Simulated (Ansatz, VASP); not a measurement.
## Two plane-wave programs on BaZrO3

The input INCAR:

```
SYSTEM = BaZrO3
PREC = Accurate ; ENCUT = 600
EDIFF = 1E-6 ; ISMEAR = 0
SIGMA = 0.05 ; LREAL = .FALSE.
LASPH = .TRUE. ; NELM = 120
ALGO = Normal ; ISIF = 2
LWAVE = .FALSE. ; LCHARG = .TRUE.
GGA = PE ; LELF = .TRUE.
LVHAR = .TRUE. ; NBANDS = 28
GGA_COMPAT = .FALSE.
```

The input KPOINTS:

```
Automatic mesh
0
G
  8 8 8
  0 0 0
```

File POSCAR:

```
BaZrO3
1.0
    4.1815040793      0.0000000000      0.0000000000
    0.0000000000      4.1815040793      0.0000000000
    0.0000000000      0.0000000000      4.1815040793
Ba Zr O
1 1 3
Direct
    0.0000000000      0.0000000000      0.0000000000
    0.5000000000      0.5000000000      0.5000000000
    0.0000000000      0.5000000000      0.5000000000
    0.5000000000      0.5000000000      0.0000000000
    0.5000000000      0.0000000000      0.5000000000
```

Input for Ansatz:

```yaml
crystal:
  lattice:
    - [4.1815040793, 0.0, 0.0]
    - [0.0, 4.1815040793, 0.0]
    - [0.0, 0.0, 4.1815040793]
  atoms:
    - { symbol: Ba, position: [0.0, 0.0, 0.0] }
    - { symbol: Zr, position: [0.5, 0.5, 0.5] }
    - { symbol: O, position: [0.0, 0.5, 0.5] }
    - { symbol: O, position: [0.5, 0.5, 0.0] }
    - { symbol: O, position: [0.5, 0.0, 0.5] }
basis:
  ecutwfc: 420
  ecutrho_ratio: 4
kpoints:
  mp_grid: { grid: [8, 8, 8] }
hamiltonian:
  xc: pbe
scf:
  occupations: { method: gaussian, width: 0.05 }
output:
  forces: true
  stress: true
  eigenvalues: true
```

Alike in both runs: task single point; functional PBE; k mesh 8 × 8 × 8; occupations gaussian, width 0.05 eV; no spin polarisation.

```csv
,VASP,Ansatz
version,VASP 6.6.1,Ansatz 0.2.0
potentials or method,"VASP PAW PBE potentials, release 64 (Ba_sv, Zr_sv, O), cutoff 600 eV","scalar-relativistic, plane waves, PAW"
valence electrons in the cell,40,40
```

|  | VASP | Ansatz | Ansatz less VASP |
| --- | --- | --- | --- |
| gap on the k mesh at the Fermi level (eV) | 3.21 | 3.26 | +0.051 |
| least direct gap on the mesh (eV) | 3.42 | 3.44 | +0.022 |
| pressure (GPa) | 6.2 | 5.2 | -0.92 |

With one functional, cell and mesh, what is left measures potentials, basis and numerics.

Spin-orbit coupling is off throughout.
